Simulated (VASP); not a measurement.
# CdTe (F-43m) in VASP: further runs

Aim: see how the results for CdTe move with the level of theory and the settings. Levels: PBE, r2SCAN. Tasks: single point.

Program: VASP 6.6.1. These are calculated values, not measurements. Logs are shortened: lines on timing, memory, paths and dates and some standing lists are left out, and cuts for length are marked.

**1. The cell of the first run**

Symmetry: F-43m, No. 216, cubic system. Conventional cell: a = 6.560 Å, b = 6.560 Å, c = 6.560 Å, α = 90.00°, β = 90.00°, γ = 90.00°. Within 3.7 Å of Cd (site symmetry -43m) lie 4 Te at 2.84 Å. Within 3.7 Å of Te (site symmetry -43m) lie 4 Cd at 2.84 Å.

**2. Single point, PBE**

The input, INCAR:

```
SYSTEM = CdTe
PREC = Accurate
ENCUT = 520
EDIFF = 1E-6
ISMEAR = 0
SIGMA = 0.01
LREAL = .FALSE.
LASPH = .TRUE.
NELM = 80
ALGO = Normal
ISIF = 2
LWAVE = .FALSE.
LCHARG = .FALSE.
GGA = PE
NBANDS = 16
```

The input, KPOINTS:

```
regular mesh
0
G
  4 4 4
  0 0 0
```

The input, POSCAR:

```
CdTe
1.0
    0.0000000000      3.2799551172      3.2799551172
    3.2799551172      0.0000000000      3.2799551172
    3.2799551172      3.2799551172      0.0000000000
Cd Te
1 1
Direct
    0.0000000000      0.0000000000      0.0000000000
    0.2500000000      0.2500000000      0.2500000000
```

Potentials or basis: VASP PAW PBE potentials, release 64 (Cd, Te).

Command:

```bash
> cat potpaw_PBE.64/Cd/POTCAR potpaw_PBE.64/Te/POTCAR > POTCAR
> mpirun -np 1 vasp_std > vasp.out
```

OUTCAR:

```text
SYSTEM = CdTe
   PREC = Accurate
   ENCUT = 520
   EDIFF = 1E-6
   ISMEAR = 0
   LREAL = .FALSE.
   LASPH = .TRUE.
   NELM = 80
   ISIF = 2
   GGA = PE

 ion  position               nearest neighbor table
   1  0.000  0.000  0.000-   2 2.84   2 2.84   2 2.84   2 2.84
   2  0.250  0.250  0.250-   1 2.84   1 2.84   1 2.84   1 2.84

  LATTYP: Found a face centered cubic cell.
 ALAT       =     6.5599102344

  Lattice vectors:

 A1 = (   0.0000000000,   3.2799551172,   3.2799551172)
 A2 = (   3.2799551172,   0.0000000000,   3.2799551172)
 A3 = (   3.2799551172,   3.2799551172,   0.0000000000)

Analysis of symmetry for initial positions (statically):
[... 5 lines left out ...]
 face centered cubic supercell.

 Subroutine GETGRP returns: Found 24 space group operations
 (whereof 24 operations were pure point group operations)
 out of a pool of 48 trial point group operations.

The static configuration has the point symmetry T_d .

Analysis of symmetry for dynamics (positions and initial velocities):
[... 5 lines left out ...]
 face centered cubic supercell.

 Subroutine GETGRP returns: Found 24 space group operations
 (whereof 24 operations were pure point group operations)
 out of a pool of 48 trial point group operations.

The dynamic configuration has the point symmetry T_d .

 Subroutine INISYM returns: Found 24 space group operations
 (whereof 24 operations are pure point group operations),
 and found     1 'primitive' translations

----------------------------------------------------------------------------------------

                                     Primitive cell

  volume of cell :      70.5722

  direct lattice vectors                    reciprocal lattice vectors
     0.000000000  3.279955117  3.279955117    -0.152441110  0.152441110  0.152441110
     3.279955117  0.000000000  3.279955117     0.152441110 -0.152441110  0.152441110
     3.279955117  3.279955117  0.000000000     0.152441110  0.152441110 -0.152441110

  length of vectors
     4.638557011  4.638557011  4.638557011     0.264035748  0.264035748  0.264035748

  position of ions in fractional coordinates (direct lattice)
     0.000000000  0.000000000  0.000000000
     0.250000000  0.250000000  0.250000000

  ion indices of the primitive-cell ions
   primitive index   ion index
                 1           1
                 2           2

----------------------------------------------------------------------------------------

 KPOINTS: regular mesh

Automatic generation of k-mesh.
 Grid dimensions read from file:
 generate k-points for:    4    4    4

 Generating k-lattice:

  Cartesian coordinates                     Fractional coordinates (reciprocal lattice)
    -0.038110278  0.038110278  0.038110278     0.250000000  0.000000000  0.000000000
     0.038110278 -0.038110278  0.038110278     0.000000000  0.250000000  0.000000000
     0.038110278  0.038110278 -0.038110278     0.000000000  0.000000000  0.250000000

  Length of vectors
     0.066008937  0.066008937  0.066008937

  Shift w.r.t. Gamma in fractional coordinates (k-lattice)
     0.000000000  0.000000000  0.000000000

 Subroutine IBZKPT returns following result:
 ===========================================

 Found      8 irreducible k-points:

 Following reciprocal coordinates:
            Coordinates               Weight
  0.000000  0.000000  0.000000      1.000000
  0.250000  0.000000  0.000000      8.000000
  0.500000  0.000000  0.000000      4.000000
  0.250000  0.250000  0.000000      6.000000
  0.500000  0.250000  0.000000     24.000000
 -0.250000  0.250000  0.000000     12.000000
  0.500000  0.500000  0.000000      3.000000
 -0.250000  0.500000  0.250000      6.000000
   k-points           NKPTS =      8   k-points in BZ     NKDIM =      8   number of bands    NBANDS=     16
   number of dos      NEDOS =    301   number of ions     NIONS =      2
   total plane-waves  NPLWV =  46656
   dimension x,y,z NGX =    36 NGY =   36 NGZ =   36
   dimension x,y,z NGXF=    72 NGYF=   72 NGZF=   72
   ions per type =               1   1
   NGX,Y,Z   is equivalent  to a cutoff of  12.90, 12.90, 12.90 a.u.
   NGXF,Y,Z  is equivalent  to a cutoff of  25.80, 25.80, 25.80 a.u.
 SYSTEM =  CdTe
   PREC   = accura    normal or accurate (medium, high low for compatibility)
   ISTART =      0    job   : 0-new  1-cont  2-samecut
   ICHARG =      2    charge: 1-file 2-atom 10-const
   ISPIN  =      1    spin polarized calculation?
   LNONCOLLINEAR =      F non collinear calculations
   LSORBIT =      F    spin-orbit coupling
   LASPH  =      T    aspherical Exc in radial PAW
   ENCUT  =  520.0 eV  38.22 Ry    6.18 a.u.   8.62  8.62  8.62*2*pi/ulx,y,z
   NELM   =     80;   NELMIN=  2; NELMDL= -5     # of ELM steps
   EDIFF  = 0.1E-05   stopping-criterion for ELM
   LREAL  =      F    real-space projection
   EDIFFG = 0.1E-04   stopping-criterion for IOM
   NSW    =      0    number of steps for IOM
   IBRION =     -1    ionic relax: 0-MD 1-quasi-New 2-CG
   NFREE  =      0    steps in history (QN), initial steepest desc. (CG)
   ISIF   =      2    stress and relaxation
   ISYM   =      2    0-nonsym 1-usesym 2-fastsym
   POTIM  = 0.5000    time-step for ionic-motion
   TEBEG  =    0.0;   TEEND  =   0.0 temperature during run
   PSTRESS=    0.0 pullay stress
   NELECT =      18.0000    total number of electrons
   NUPDOWN=      -1.0000    fix difference up-down
   EMIN   =  10.00;   EMAX   =-10.00  energy-range for DOS
   EFERMI =   0.00;   METHOD = LEGACY
   ISMEAR =     0;   SIGMA  =   0.01  broadening in eV -4-tet -1-fermi 0-gaus
   EFERMI_NEDOS =   21; number of points for ismear=-14 and -15
   IALGO  =     38    algorithm
   IMIX   =      4    mixing-type and parameters
     AMIX     =   0.40;   BMIX     =  1.00
     AMIX_MAG =   1.60;   BMIX_MAG =  1.00
  volume/ion in A,a.u.               =      35.29       238.12
  Fermi-wavevector in a.u.,A,eV,Ry     =   1.038216  1.961944 14.665621  1.077893
  Thomas-Fermi vector in A             =   2.172690
   LORBIT       =      0    0 simple, 1 ext, 2 COOP (PROOUT), +10 PAW based schemes
   GGA     = PE    functional components
   LHFCALC =     F    Hartree Fock is set to
   AEXX    =    0.0000 exact exchange contribution
   IVDW    =     0    specifies the selected vdW correction
   LEPSILON=     F    determine dielectric tensor
   LRPA    =     F    only Hartree local field effects (RPA)
 non-spin polarized calculation
 Gauss-broadening in eV      SIGMA  =   0.01
  energy-cutoff  :      520.00
  volume of cell :       70.57
 maximum number of plane-waves:      1924
 NGX is ok and might be reduce to    36
   NGX = 17   NGY = 17   NGZ = 17

 number of electron      18.0000006 magnetization

 Free energy of the ion-electron system (eV)
  ---------------------------------------------------
  ext. energy  EPLUGINS =         0.00000000
  ---------------------------------------------------
  free energy    TOTEN  =        -4.74596449 eV

  energy without entropy =       -4.74596449  energy(sigma->0) =       -4.74596449

 E-fermi :   2.1402     XC(G=0):  -8.4109

 val. band max:        2.0502550086   @ k =   0.0000   0.0000   0.0000
 cond. band min:       2.6984032971   @ k =   0.0000   0.0000   0.0000
 fundamental gap:      0.6481482885
 Fermi energy:         2.1401615770

 k-point     1 :       0.0000    0.0000    0.0000
  band No.  band energies     occupation
      1      -8.9165      2.00000
      2      -6.1491      2.00000
      3      -6.1491      2.00000
      4      -6.1491      2.00000
      5      -5.9169      2.00000
      6      -5.9169      2.00000
      7       2.0503      2.00000
      8       2.0503      2.00000
      9       2.0503      2.00000
     10       2.6984      0.00000
     11       6.6562      0.00000
     12       6.6562      0.00000
     13       6.6562      0.00000
     14       9.4573      0.00000
     15      11.3296      0.00000
     16      11.3296      0.00000

 k-point     2 :       0.2500    0.0000    0.0000
  band No.  band energies     occupation
      1      -8.7336      2.00000
      2      -6.1172      2.00000
      3      -6.1172      2.00000
      4      -5.9601      2.00000
      5      -5.9170      2.00000
      6      -5.9170      2.00000
      7      -0.5907      2.00000
      8       1.6505      2.00000
      9       1.6505      2.00000
     10       3.9644      0.00000
     11       7.1846      0.00000
     12       7.1846      0.00000
     13       7.3446      0.00000
     14      10.3375      0.00000
     15      10.4603      0.00000
     16      10.4603      0.00000

 k-point     3 :       0.5000    0.0000    0.0000
  band No.  band energies     occupation
      1      -8.5543      2.00000
      2      -6.0926      2.00000
      3      -6.0926      2.00000
      4      -5.9086      2.00000
      5      -5.9086      2.00000
      6      -5.5882      2.00000
      7      -2.1829      2.00000
      8       1.3252      2.00000
      9       1.3252      2.00000
     10       3.8185      0.00000
     11       7.2338      0.00000
     12       7.2338      0.00000
     13       9.0908      0.00000
     14      10.5726      0.00000
     15      12.2586      0.00000
     16      12.2586      0.00000

 k-point     4 :       0.2500    0.2500    0.0000
  band No.  band energies     occupation
      1      -8.6744      2.00000
      2      -6.0802      2.00000
      3      -6.0802      2.00000
      4      -5.9980      2.00000
      5      -5.9031      2.00000
      6      -5.8838      2.00000
      7      -0.5593      2.00000
      8       1.0350      2.00000
      9       1.0350      2.00000
     10       4.9178      0.00000
     11       5.3996      0.00000
     12       8.4429      0.00000
     13       8.4429      0.00000
     14       8.8333      0.00000
     15      11.8579      0.00000
     16      12.5502      0.00000

 k-point     5 :       0.5000    0.2500    0.0000
  band No.  band energies     occupation
      1      -8.5000      2.00000
      2      -6.0622      2.00000
      3      -6.0464      2.00000
      4      -5.9517      2.00000
      5      -5.9023      2.00000
      6      -5.5354      2.00000
      7      -1.8736      2.00000
      8       0.0931      2.00000
      9       0.7603      2.00000
     10       4.9905      0.00000
     11       6.5052      0.00000
     12       8.1942      0.00000
     13       8.7283      0.00000
     14      10.9243      0.00000
     15      12.4588      0.00000
     16      12.9942      0.00000

 k-point     6 :      -0.2500    0.2500    0.0000
  band No.  band energies     occupation
      1      -8.5566      2.00000
      2      -6.0780      2.00000
      3      -6.0758      2.00000
      4      -5.9235      2.00000
      5      -5.9222      2.00000
      6      -5.6529      2.00000
      7      -1.5331      2.00000
      8       0.0331      2.00000
      9       1.2963      2.00000
     10       5.1020      0.00000
     11       7.2425      0.00000
     12       7.6458      0.00000
     13       7.8565      0.00000
     14      10.0559      0.00000
     15      11.4638      0.00000
     16      13.0612      0.00000

 k-point     7 :       0.5000    0.5000    0.0000
  band No.  band energies     occupation
      1      -8.4444      2.00000
      2      -6.0058      2.00000
      3      -6.0037      2.00000
      4      -6.0037      2.00000
      5      -5.8893      2.00000
      6      -5.4588      2.00000
      7      -2.0976      2.00000
      8       0.3019      2.00000
      9       0.3019      2.00000
     10       4.7109      0.00000
     11       4.7206      0.00000
     12      10.7017      0.00000
     13      10.9841      0.00000
     14      10.9841      0.00000
     15      12.7864      0.00000
     16      13.4843      0.00000

 k-point     8 :      -0.2500    0.5000    0.2500
  band No.  band energies     occupation
      1      -8.4459      2.00000
      2      -6.0402      2.00000
      3      -6.0332      2.00000
      4      -5.9426      2.00000
      5      -5.9156      2.00000
      6      -5.3879      2.00000
      7      -1.9771      2.00000
      8      -0.1386      2.00000
      9      -0.0034      2.00000
     10       6.1685      0.00000
     11       6.7334      0.00000
     12       7.5529      0.00000
     13       8.3524      0.00000
     14      11.4965      0.00000
     15      12.9887      0.00000
     16      13.2203      0.00000

------------------------ aborting loop because EDIFF is reached ----------------------------------------

  FORCE on cell =-STRESS in cart. coord.  units (eV):
  Direction    XX          YY          ZZ          XY          YZ          ZX
  --------------------------------------------------------------------------------------
  -------------------------------------------------------------------------------------
  Total        0.5812525      0.5812525      0.5812525     -0.0000000     -0.0000000     -0.0000000
  in kB       13.1959816     13.1959816     13.1959816     -0.0000000     -0.0000000     -0.0000000
  external PRESSURE =      13.1959816 kB  Pullay stress =       0.0000000 kB

 VOLUME and BASIS-vectors are now :
 -----------------------------------------------------------------------------
  energy-cutoff  :      520.00
  volume of cell :       70.57
      direct lattice vectors                 reciprocal lattice vectors
     0.000000000  3.279955117  3.279955117    -0.152441110  0.152441110  0.152441110
     3.279955117  0.000000000  3.279955117     0.152441110 -0.152441110  0.152441110
     3.279955117  3.279955117  0.000000000     0.152441110  0.152441110 -0.152441110

 POSITION                                       TOTAL-FORCE (eV/Angst)
 -----------------------------------------------------------------------------------
      0.00000      0.00000      0.00000        -0.000000      0.000000      0.000000
      1.63998      1.63998      1.63998         0.000000     -0.000000     -0.000000
 -----------------------------------------------------------------------------------
    total drift:                               -0.000000     -0.000000     -0.000000

  FREE ENERGIE OF THE ION-ELECTRON SYSTEM (eV)
  ---------------------------------------------------
  free  energy   TOTEN  =        -4.7459644935 eV

  energy  without entropy=       -4.7459644935  energy(sigma->0) =       -4.74596449
```

Run time: 28 s. Hardware: 1 thread of AMD EPYC 7R13, shared host; peak memory 0.17 GiB.

What came out:

```yaml
Free_energy: -4.7460 eV
Pressure: 1.3 GPa
Band_gap_on_the_k_mesh: 0.65 eV, direct
```

Levels at points of the mesh, in eV from the valence-band top:
| k point | band 6 | band 7 | band 8 | band 9 | band 10 | band 11 | band 12 | band 13 |
| --- | --- | --- | --- | --- | --- | --- | --- | --- |
| (0.00, 0.00, 0.00) | -7.97 | 0.00 | 0.00 | 0.00 | 0.65 | 4.61 | 4.61 | 4.61 |
| (0.50, 0.00, 0.00) | -7.64 | -4.23 | -0.73 | -0.73 | 1.77 | 5.18 | 5.18 | 7.04 |
| (0.50, 0.50, 0.00) | -7.51 | -4.15 | -1.75 | -1.75 | 2.66 | 2.67 | 8.65 | 8.93 |

Caveat: spin-orbit coupling is left out, which moves the levels of the heavy elements. As with any semilocal functional, this PBE gap is likely too small.

**3. Single point, PBE**

The input, INCAR:

```
SYSTEM = CdTe
ALGO     = Normal         ! electronic algorithm
EDIFF    = 1E-6           ! SCF threshold, eV
ENCUT    = 520            ! plane-wave cutoff, eV
GGA      = PE             ! functional
ISIF     = 2              ! what is computed and relaxed
ISMEAR   = 0              ! smearing method
LASPH    = .TRUE.         ! aspherical terms in the spheres
LCHARG   = .FALSE.        ! write CHGCAR
LREAL    = .FALSE.        ! projectors in reciprocal space
LWAVE    = .FALSE.        ! write WAVECAR
NBANDS   = 16             ! bands
NELM     = 60             ! most SCF steps
PREC     = Accurate       ! precision mode
SIGMA    = 0.01           ! smearing width, eV
```

The input, KPOINTS:

```
k-points
0
G
  6 6 6
  0 0 0
```

POSCAR is that of step 2.

Potentials or basis: VASP PAW PBE potentials, release 64 (Cd, Te).

Command:

```bash
> cat potpaw_PBE.64/Cd/POTCAR potpaw_PBE.64/Te/POTCAR > POTCAR
> mpirun -np 1 vasp_std > vasp.out
```

It took 43 s on 1 thread of AMD EPYC 7R13, shared host; peak memory 0.18 GiB.

The run converged. Its results:

```
Free energy            : -4.7998 eV
Pressure               : 1.1 GPa
Band gap on the k mesh : 0.66 eV, direct
```

Levels at points of the mesh, in eV from the valence-band top:
```csv
k point,band 6,band 7,band 8,band 9,band 10,band 11,band 12,band 13
"(0.00, 0.00, 0.00)",-7.94,0.00,0.00,0.00,0.66,4.62,4.62,4.62
"(0.50, 0.00, 0.00)",-7.61,-4.22,-0.72,-0.72,1.78,5.20,5.20,7.05
"(0.50, 0.50, 0.00)",-7.49,-4.14,-1.74,-1.74,2.67,2.68,8.65,8.95
```

Caveat: spin-orbit coupling is left out, which moves the levels of the heavy elements.

**4. Single point, r2SCAN**

POSCAR is that of step 3.

The input, INCAR.step1:

```
SYSTEM = CdTe
PREC = Accurate
ENCUT = 520
ISMEAR = 0
SIGMA = 0.01
LREAL = .False.
LASPH = .True.
NELM = 60
NBANDS = 16
GGA = PE
ALGO = Normal
EDIFF = 1E-4
LWAVE = .True.
LCHARG = .False.
```

The input, INCAR.step2:

```
SYSTEM = CdTe
PREC = Accurate
ENCUT = 520
EDIFF = 1E-7
ISMEAR = 0
SIGMA = 0.01
LREAL = .False.
LASPH = .True.
NELM = 60
ALGO = Normal
ISIF = 2
LWAVE = .False.
LCHARG = .False.
METAGGA = R2SCAN
LMIXTAU = .True.
NBANDS = 16
ISTART = 1
```

The input, KPOINTS:

```
Automatic mesh
0
Gamma
  6 6 6
  0 0 0
```

Command:

```bash
> cat potpaw_PBE.64/Cd/POTCAR potpaw_PBE.64/Te/POTCAR > POTCAR
> cp INCAR.step1 INCAR
> mpirun -np 1 vasp_std > vasp.out
> cp INCAR.step2 INCAR
> mpirun -np 1 vasp_std > vasp.out
```

It took 2.6 min on 1 thread of AMD EPYC 7R13, shared host; peak memory 0.19 GiB.

The run converged. Its results:

```yaml
Free_energy: -46.6414 eV
Pressure: 0.1 GPa
Band_gap_on_the_k_mesh: 1.15 eV, direct
```

Levels at points of the mesh, in eV from the valence-band top:
```tsv
k point	band 5	band 6	band 7	band 8	band 9	band 10	band 11	band 12	band 13	band 14
(0.00, 0.00, 0.00)	-8.19	-8.19	0.00	0.00	0.00	1.15	5.05	5.05	5.05	7.86
(0.50, 0.00, 0.00)	-8.18	-7.84	-4.29	-0.74	-0.74	2.19	5.60	5.60	7.38	9.09
(0.50, 0.50, 0.00)	-8.16	-7.70	-4.18	-1.79	-1.79	2.95	2.99	9.25	9.63	9.63
```

Caveat: the PAW data sets were made with another functional, which shifts forces and pressure a little; spin-orbit coupling is left out, which moves the levels of the heavy elements.

**5. The runs side by side**

| level | k mesh | gap on the mesh (eV) | pressure (GPa) |
| --- | --- | --- | --- |
| PBE | 4 × 4 × 4 | 0.65 | 1.3 |
| PBE | 6 × 6 × 6 | 0.66 | 1.1 |
| r2SCAN | 6 × 6 × 6 | 1.15 | 0.1 |

Alike in all rows: task single point; potentials or basis VASP PAW PBE potentials, release 64 (Cd, Te); no spin polarisation; cell as given; cutoff (eV) 520; smearing gaussian 0.01 eV.

On the cell as given the gap runs from 0.65 eV (PBE) to 1.15 eV (r2SCAN); the meshes differ, which moves gaps too. The pressure there spans 0.1 GPa (r2SCAN) to 1.3 GPa (PBE); a positive pressure means that this level wants a larger cell, a negative one a smaller.

Caveats: spin-orbit coupling is left out, which moves the levels of the heavy elements; the PAW data sets were made with another functional, which shifts forces and pressure a little (some runs).

Total energies depend on the potentials used, so only differences within one code and one set of settings carry meaning.
